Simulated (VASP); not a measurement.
A run of VASP 6.6.1 is set up as follows.

The input INCAR:

```
SYSTEM = PbS
PREC = Accurate
ENCUT = 520
EDIFF = 1E-6
ISMEAR = 0
SIGMA = 0.01
LREAL = .False.
LASPH = .True.
NELM = 60
ALGO = Normal
ISIF = 2
LWAVE = .False.
LCHARG = .False.
GGA = PE
IBRION = 2
NSW = 60
EDIFFG = -0.02
```

KPOINTS

```
Automatic mesh
0
Gamma
  5 5 5
  0 0 0
```

Contents of POSCAR:

```
PbS
1.0
    0.0000000000      2.9657500000      2.9657500000
    2.9657500000      0.0000000000      2.9657500000
    2.9657500000      2.9657500000      0.0000000000
Pb S
1 1
Direct
   -0.0084695137     -0.0008185192     -0.0094001610
    0.5049909889      0.4797370059      0.5156151601
```

Potentials or basis: VASP PAW PBE potentials, release 64 (Pb_d, S).

Command:

```bash
$ cat potpaw_PBE.64/Pb_d/POTCAR potpaw_PBE.64/S/POTCAR > POTCAR
$ mpirun -np 1 vasp_std > vasp.out
```

**Question.** Predict the energy gained by relaxing.

**Answer.** 1.9 meV/atom.

**Question.** Estimate the band gap on the k mesh.

**Answer.** 1.30 eV.

Forces on the atoms (eV/Å):
```
Pb   0.001  0.002 -0.001
S   -0.001 -0.002  0.001
```

Caveat: spin-orbit coupling is left out, which moves the levels of the heavy elements. A k mesh can miss the band edges.
